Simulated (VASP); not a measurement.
# Si2W (P6_222) in VASP: settings compared, part 3 of 3

VASP 6.6.1. The steps go on from the part before.

## Step 5: Relaxation of cell and atoms, revPBE+D3(BJ)

File INCAR:

```
PREC = Accurate
ENCUT = 600
EDIFF = 1E-6
ISMEAR = -1
SIGMA = 0.05
LREAL = False
LASPH = True
NELM = 60
ALGO = Normal
ISIF = 3
LWAVE = False
LCHARG = False
GGA = RE
IVDW = 12
IBRION = 2
NSW = 60
EDIFFG = -0.01
```

File KPOINTS:

```
Automatic mesh
0
Gamma
  7 7 4
```

File POSCAR:

```
Si2W
1.0
    4.6168523821      0.0000000000      0.0000000000
   -2.3084261911      3.9983114484      0.0000000000
    0.0000000000      0.0000000000      6.6532220000
W Si
3 6
Direct
    0.5000000000      0.0000000000      0.5000000000
    0.5000000000      0.5000000000      0.8333333333
    0.0000000000      0.5000000000      0.1666666667
    0.3272520000      0.1636260000      0.1666666667
    0.8363740000      0.1636260000      0.8333333333
    0.1636260000      0.3272520000      0.5000000000
    0.6727480000      0.8363740000      0.1666666667
    0.1636260000      0.8363740000      0.8333333333
    0.8363740000      0.6727480000      0.5000000000
```

Run with:

```console
$ cat potpaw_PBE.64/W_sv/POTCAR potpaw_PBE.64/Si/POTCAR > POTCAR
$ mpirun -np 1 vasp_std > vasp.out
```

Wall time 22 min (1 thread of Intel Xeon 8259CL, shared host); peak memory 0.37 GiB.

Results (log left out):

* Free energy: -80.9311 eV
* Relaxed volume: 12.95 Å³/atom
* Relaxed cell: a = 4.533 Å, b = 4.533 Å, c = 6.549 Å, α = 90.00°, β = 90.00°, γ = 120.00°
* Space group after relaxing (to 0.1 Å): P6_222 (No. 180)
* Energy gained by relaxing: 26.6 meV/atom
* Ionic steps: 9
* Pressure after relaxing: 0.0 GPa
* Band gap on the k mesh: 0.24 eV (least direct gap 0.79 eV)
* Dispersion energy per atom: -1.128 eV

Forces on the atoms (eV/Å):
```
W    0.000  0.000  0.000
W    0.000  0.000  0.000
W    0.000  0.000  0.000
Si  -0.002 -0.001  0.000
Si   0.002 -0.001  0.000
Si   0.000 -0.002  0.000
Si   0.002  0.001  0.000
Si  -0.002  0.001  0.000
Si   0.000  0.002  0.000
```

The path:
```
step  energy change (eV)  largest force (eV/Å)  pressure (GPa)  volume (Å³)
   1              0.0000                0.0012          -11.60       122.82
   2              0.6231                0.0970           28.67       106.07
   3             -0.2384                0.0309           -0.37       116.72
   4             -0.2386                0.0318           -0.05       116.57
   5             -0.2385                0.0325            0.21       116.44
   6             -0.2393                0.0010            0.25       116.41
   7             -0.2393                0.0035            0.24       116.42
   8             -0.2392                0.0004           -0.35       116.69
   9             -0.2394                0.0021            0.02       116.52
```

Final structure:
```cif
data_structure
_symmetry_space_group_name_H-M 'P 1'
_symmetry_Int_Tables_number 1
_cell_length_a 4.5327
_cell_length_b 4.5327
_cell_length_c 6.5486
_cell_angle_alpha 90.000
_cell_angle_beta 90.000
_cell_angle_gamma 120.000
_cell_volume 116.52
loop_
_atom_site_label
_atom_site_type_symbol
_atom_site_fract_x
_atom_site_fract_y
_atom_site_fract_z
_atom_site_occupancy
W1 W 0.50000 0.00000 0.50000 1
W2 W 0.50000 0.50000 0.83333 1
W3 W 0.00000 0.50000 0.16667 1
Si1 Si 0.32694 0.16347 0.16667 1
Si2 Si 0.83653 0.16347 0.83333 1
Si3 Si 0.16347 0.32694 0.50000 1
Si4 Si 0.67306 0.83653 0.16667 1
Si5 Si 0.16347 0.83653 0.83333 1
Si6 Si 0.83653 0.67306 0.50000 1
```

Levels at points of the mesh, in eV from the valence-band top:
```tsv
k point	band 30	band 31	band 32	band 33	band 34	band 35	band 36	band 37
(0.00, 0.00, 0.00)	-3.40	-3.01	-2.55	-0.94	2.32	2.32	2.57	2.79
(0.00, 0.00, 0.50)	-2.70	-2.55	-0.70	-0.70	2.02	2.37	2.37	2.53
```

Caveat: the dispersion term is far too large for a dense solid, which distorts pressure and volume; the PAW data sets were made with another functional, which shifts forces and pressure a little; spin-orbit coupling is left out, which moves the levels of the heavy elements. A k mesh can miss the band edges.

## Step 6: Single point, RPBE

This run uses another cell than the first one, of 13.79 Å³/atom.

File INCAR:

```
  ALGO = Normal
  EDIFF = 1E-6
  ENCUT = 520
  GGA = RP
  ISIF = 2
  ISMEAR = -1
  LASPH = True
  LCHARG = False
  LREAL = False
  LWAVE = False
  NBANDS = 43
  NELM = 60
  PREC = Accurate
  SIGMA = 0.05
```

File KPOINTS:

```
k-points
0
Gamma
  7 7 4
```

File POSCAR:

```
Si2W
1.0
    4.6341198278      0.0000000000      0.0000000000
   -2.3170599139      4.0132654951      0.0000000000
    0.0000000000      0.0000000000      6.6719565470
W Si
3 6
Direct
    0.5000000000      0.0000000000      0.5000000000
    0.5000000000      0.5000000000      0.8333333333
    0.0000000000      0.5000000000      0.1666666667
    0.3271382041      0.1635691020      0.1666666667
    0.8364308980      0.1635691020      0.8333333333
    0.1635691020      0.3271382041      0.5000000000
    0.6728617959      0.8364308980      0.1666666667
    0.1635691020      0.8364308980      0.8333333333
    0.8364308980      0.6728617959      0.5000000000
```

Potentials or basis: VASP PAW PBE potentials, release 64 (W_sv, Si).

Run with:

```console
$ cat potpaw_PBE.64/W_sv/POTCAR potpaw_PBE.64/Si/POTCAR > POTCAR
$ mpirun -np 1 vasp_std > vasp.out
```

OUTCAR:

```text
EDIFF = 1E-6
   ENCUT = 520
   GGA = RP
   ISIF = 2
   ISMEAR = -1
   LASPH = True
   LREAL = False
   NELM = 60
   PREC = Accurate

 ion  position               nearest neighbor table
   1  0.500  0.000  0.500-   4 2.60   7 2.60   5 2.60   8 2.60   6 2.66   9 2.66   9 2.66   6 2.66
                             6 2.70   9 2.70   2 3.21   2 3.21   3 3.21   3 3.21
   2  0.500  0.500  0.833-   6 2.60   9 2.60   7 2.60   4 2.60   8 2.66   5 2.66   8 2.66   5 2.66
                             8 2.70   5 2.70   1 3.21   1 3.21   3 3.21   3 3.21
   3  0.000  0.500  0.167-   6 2.60   9 2.60   8 2.60   5 2.60   4 2.66   7 2.66   7 2.66   4 2.66
                             7 2.70   4 2.70   1 3.21   1 3.21   2 3.21   2 3.21
   4  0.327  0.164  0.167-   6 2.58   8 2.58   1 2.60   2 2.60   7 2.63   3 2.66   3 2.66   3 2.70
                             7 2.70   7 2.70
   5  0.836  0.164  0.833-   6 2.58   7 2.58   1 2.60   3 2.60   8 2.63   2 2.66   2 2.66   2 2.70
                             8 2.70   8 2.70
   6  0.164  0.327  0.500-   5 2.58   4 2.58   3 2.60   2 2.60   9 2.63   1 2.66   1 2.66   1 2.70
                             9 2.70   9 2.70
   7  0.673  0.836  0.167-   9 2.58   5 2.58   1 2.60   2 2.60   4 2.63   3 2.66   3 2.66   3 2.70
                             4 2.70   4 2.70
   8  0.164  0.836  0.833-   9 2.58   4 2.58   1 2.60   3 2.60   5 2.63   2 2.66   2 2.66   2 2.70
                             5 2.70   5 2.70
   9  0.836  0.673  0.500-   8 2.58   7 2.58   3 2.60   2 2.60   6 2.63   1 2.66   1 2.66   1 2.70
                             6 2.70   6 2.70

  LATTYP: Found a hexagonal cell.
 ALAT       =     4.6341198278
 C/A-ratio  =     1.4397462290

  Lattice vectors:

 A1 = (   4.6341198278,   0.0000000000,   0.0000000000)
 A2 = (  -2.3170599139,   4.0132654951,   0.0000000000)
 A3 = (   0.0000000000,   0.0000000000,   6.6719565470)

Analysis of symmetry for initial positions (statically):
=====================================================================
 Subroutine PRICEL returns:
 Original cell was already a primitive cell.

 Routine SETGRP: Setting up the symmetry group for a
 hexagonal supercell.

 Subroutine GETGRP returns: Found 12 space group operations
[... 161 lines left out ...]
   LEPSILON=     F    determine dielectric tensor
   LRPA    =     F    only Hartree local field effects (RPA)
 non-spin polarized calculation
  energy-cutoff  :      520.00
  volume of cell :      124.08
 maximum number of plane-waves:      3361
 NGX is ok and might be reduce to    36
   NGX = 17   NGY = 17   NGZ = 25

 number of electron      66.0000007 magnetization

 Free energy of the ion-electron system (eV)
  ---------------------------------------------------
  ext. energy  EPLUGINS =         0.00000000
  ---------------------------------------------------
  free energy    TOTEN  =       -70.35459458 eV

  energy without entropy =      -70.35147301  energy(sigma->0) =      -70.35303379

 E-fermi :  12.3065     XC(G=0): -12.3904

 val. band max:       12.2027712616   @ k =   0.4286  -0.0000   0.5000
 cond. band min:      12.4383200773   @ k =   0.4286  -0.0000   0.0000
 fundamental gap:      0.2355488156
 Fermi energy:        12.3065449882

 k-point     1 :       0.0000    0.0000    0.0000
  band No.  band energies     occupation
      1     -62.0884      2.00000
      2     -62.0773      2.00000
      3     -62.0773      2.00000
      4     -26.4372      2.00000
      5     -26.4330      2.00000
      6     -26.4330      2.00000
[... 1093 lines left out ...]
     42      15.3741      0.00000
     43      15.4505      0.00000

------------------------ aborting loop because EDIFF is reached ----------------------------------------

  FORCE on cell =-STRESS in cart. coord.  units (eV):
  Direction    XX          YY          ZZ          XY          YZ          ZX
  --------------------------------------------------------------------------------------
  -------------------------------------------------------------------------------------
  Total       -0.2112174     -0.2112174     -0.2439599      0.0000000     -0.0000000      0.0000000
  in kB       -2.7272309     -2.7272309     -3.1500003      0.0000000     -0.0000000      0.0000000
  external PRESSURE =      -2.8681540 kB  Pullay stress =       0.0000000 kB

 VOLUME and BASIS-vectors are now :
 -----------------------------------------------------------------------------
  energy-cutoff  :      520.00
  volume of cell :      124.08
      direct lattice vectors                 reciprocal lattice vectors
     4.634119828  0.000000000  0.000000000     0.215790708  0.124586824  0.000000000
    -2.317059914  4.013265495  0.000000000     0.000000000  0.249173647  0.000000000
     0.000000000  0.000000000  6.671956547     0.000000000  0.000000000  0.149881072

 POSITION                                       TOTAL-FORCE (eV/Angst)
 -----------------------------------------------------------------------------------
      2.31706      0.00000      3.33598         0.000000     -0.000000     -0.000000
      1.15853      2.00663      5.55996         0.000000     -0.000000      0.000000
     -1.15853      2.00663      1.11199         0.000000      0.000000     -0.000000
      1.13700      0.65645      1.11199        -0.003120     -0.001802     -0.000000
      3.49712      0.65645      5.55996         0.003120     -0.001802     -0.000000
     -0.00000      1.31289      3.33598         0.000000     -0.003603     -0.000000
      1.18006      3.35682      1.11199         0.003120      0.001802     -0.000000
     -1.18006      3.35682      5.55996        -0.003120      0.001802     -0.000000
      2.31706      2.70037      3.33598        -0.000000      0.003603     -0.000000
 -----------------------------------------------------------------------------------
    total drift:                               -0.000000     -0.000000      0.000000

  FREE ENERGIE OF THE ION-ELECTRON SYSTEM (eV)
  ---------------------------------------------------
  free  energy   TOTEN  =       -70.3545945817 eV

  energy  without entropy=      -70.3514730067  energy(sigma->0) =      -70.35303379
```

stdout:

```text
POSCAR found type information on POSCAR W Si
 POSCAR found :  2 types and       9 ions
 scaLAPACK will be used
 -----------------------------------------------------------------------------
|                                                                             |
|                                                                             |
|     You enforced a specific xc type in the INCAR file but a different       |
|     I HOPE YOU KNOW WHAT YOU ARE DOING!                                     |
|                                                                             |
 -----------------------------------------------------------------------------

 LDA part: xc-table for (Slater+PW92), standard interpolation
 POSCAR, INCAR and KPOINTS ok, starting setup
 FFT: planning ... GRIDC
 FFT: planning ... GRID_SOFT
 FFT: planning ... GRID
 WAVECAR not read
 entering main loop
```

Run time: 85 s. Hardware: 1 thread of Intel Xeon Platinum 8488C (Sapphire Rapids), shared host; peak memory 0.29 GiB.

What came out:

- Free energy: -70.3546 eV
- Pressure: -0.3 GPa
- Largest force: 0.004 eV/Å
- Band gap on the k mesh: 0.24 eV (least direct gap 0.68 eV)

Forces on the atoms (eV/Å):
```
W    0.000  0.000  0.000
W    0.000  0.000  0.000
W    0.000  0.000  0.000
Si  -0.003 -0.002  0.000
Si   0.003 -0.002  0.000
Si   0.000 -0.004  0.000
Si   0.003  0.002  0.000
Si  -0.003  0.002  0.000
Si   0.000  0.004  0.000
```

Levels at points of the mesh, in eV from the valence-band top:
| k point | band 31 | band 32 | band 33 | band 34 | band 35 | band 36 |
| --- | --- | --- | --- | --- | --- | --- |
| (0.00, 0.00, 0.00) | -2.93 | -2.49 | -0.82 | 2.27 | 2.27 | 2.35 |
| (0.00, 0.00, 0.50) | -2.53 | -0.61 | -0.61 | 1.84 | 2.07 | 2.07 |

Caveat: the PAW data sets were made with another functional, which shifts forces and pressure a little; spin-orbit coupling is left out, which moves the levels of the heavy elements. A k mesh can miss the band edges.

## Step 7: Summary

| task | level | cell | cutoff (eV) | gap on the mesh (eV) | pressure (GPa) | relaxed volume (Å³/atom) |
| --- | --- | --- | --- | --- | --- | --- |
| relaxation of cell and atoms | PBEsol | relaxed from a = 4.617, b = 4.617, c = 6.653 Å, angles 90.0, 90.0, 120.0°, 9 atoms, atomic positions A | 600 | 0.23 | 0.0 | 13.32 |
| relaxation of cell and atoms | PBEsol+D3(BJ) | relaxed from a = 4.617, b = 4.617, c = 6.653 Å, angles 90.0, 90.0, 120.0°, 9 atoms, atomic positions A | 600 | 0.23 | 0.0 | 12.95 |
| single point | revPBE+D3(BJ) | a = 4.534, b = 4.534, c = 6.550 Å, angles 90.0, 90.0, 120.0°, 9 atoms, atomic positions B | 520 | 0.24 | -0.2 | - |
| relaxation of cell and atoms | revPBE+D3(BJ) | relaxed from a = 4.617, b = 4.617, c = 6.653 Å, angles 90.0, 90.0, 120.0°, 9 atoms, atomic positions A | 600 | 0.24 | 0.0 | 12.95 |
| single point | RPBE | a = 4.634, b = 4.634, c = 6.672 Å, angles 90.0, 90.0, 120.0°, 9 atoms, atomic positions A | 520 | 0.24 | -0.3 | - |

Alike in all rows: potentials or basis VASP PAW PBE potentials, release 64 (W_sv, Si); no spin polarisation; k mesh 7 × 7 × 4; smearing fermi-dirac 0.05 eV.

Caveats: the PAW data sets were made with another functional, which shifts forces and pressure a little; spin-orbit coupling is left out, which moves the levels of the heavy elements; the dispersion term is far too large for a dense solid, which distorts pressure and volume (at least some runs).

Absolute energies hang on the potentials; compare differences alone.
